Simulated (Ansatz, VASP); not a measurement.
This is a calculation of PbS for VASP 6.6.1.

Contents of POSCAR:

```
PbS
1.0
    0.0000000000      2.9657500000      2.9657500000
    2.9657500000      0.0000000000      2.9657500000
    2.9657500000      2.9657500000      0.0000000000
Pb S
1 1
Direct
    0.0000000000      0.0000000000      0.0000000000
    0.5000000000      0.5000000000      0.5000000000
```

Contents of INCAR.step1:

```
ALGO = Normal ; EDIFF = 1E-5
ENCUT = 520 ; GGA = PE
ISIF = 2 ; ISMEAR = -1
LASPH = True ; LCHARG = False
LREAL = False ; LWAVE = True
NBANDS = 17 ; NELM = 80
PREC = Accurate ; SIGMA = 0.05
```

File INCAR.step2:

```
AEXX = 0.25 ; ALGO = Normal
EDIFF = 1E-6 ; ENCUT = 520
GGA = PE ; ISIF = 2
ISMEAR = -1 ; ISTART = 1
LASPH = True ; LCHARG = False
LHFCALC = True ; LREAL = False
LWAVE = False ; NBANDS = 17
NELM = 80 ; PREC = Accurate
PRECFOCK = Normal ; SIGMA = 0.05
```

Contents of KPOINTS:

```
k-points
0
Gamma
  4 4 4
```

Potentials or basis: VASP PAW PBE potentials, release 64 (Pb_d, S).

Command:

```bash
$ cat potpaw_PBE.64/Pb_d/POTCAR potpaw_PBE.64/S/POTCAR > POTCAR
$ cp INCAR.step1 INCAR
$ mpirun -np 1 vasp_std > vasp.out
$ cp INCAR.step2 INCAR
$ mpirun -np 1 vasp_std > vasp.out
```

Translate it to Ansatz 0.2.0. Potentials there: all-electron PAW datasets made for the crystal.

As run (the cutoff follows the program's own potentials):

input.yaml

```yaml
crystal:
  lattice:
    - [0.0, 2.96575, 2.96575]
    - [2.96575, 0.0, 2.96575]
    - [2.96575, 2.96575, 0.0]
  atoms:
    - { symbol: Pb, position: [0.0, 0.0, 0.0] }
    - { symbol: S, position: [0.5, 0.5, 0.5] }
kpoints:
  mp_grid: { grid: [4, 4, 4] }
scf:
  occupations: { method: fermi_dirac, width: 0.05 }
hamiltonian:
  xc: pbe0
  pseudopotentials: { kind: all_electron, datasets: crystal }
output:
  forces: true
  stress: true
```

Potentials or basis: all-electron PAW datasets made for the crystal.

Run with:

```console
$ ansatz run input.yaml --threads 1 --pin off --max-ram 3072MiB --backend cpu --events-out ev --progress --plain --runs-dir out
```

Both were run:

|  | VASP | Ansatz | Ansatz less VASP |
| --- | --- | --- | --- |
| gap on the k mesh at the Fermi level (eV) | 1.48 | 1.40 | -0.073 |
| least direct gap on the mesh (eV) | 1.48 | 1.40 | -0.073 |
| pressure (GPa) | 1.0 | 1.3 | +0.30 |

Ansatz ran all-electron here, and VASP with PAW potentials.

The k mesh is coarse, so the values compare programs but aren't converged. Neither program's run includes spin-orbit coupling.
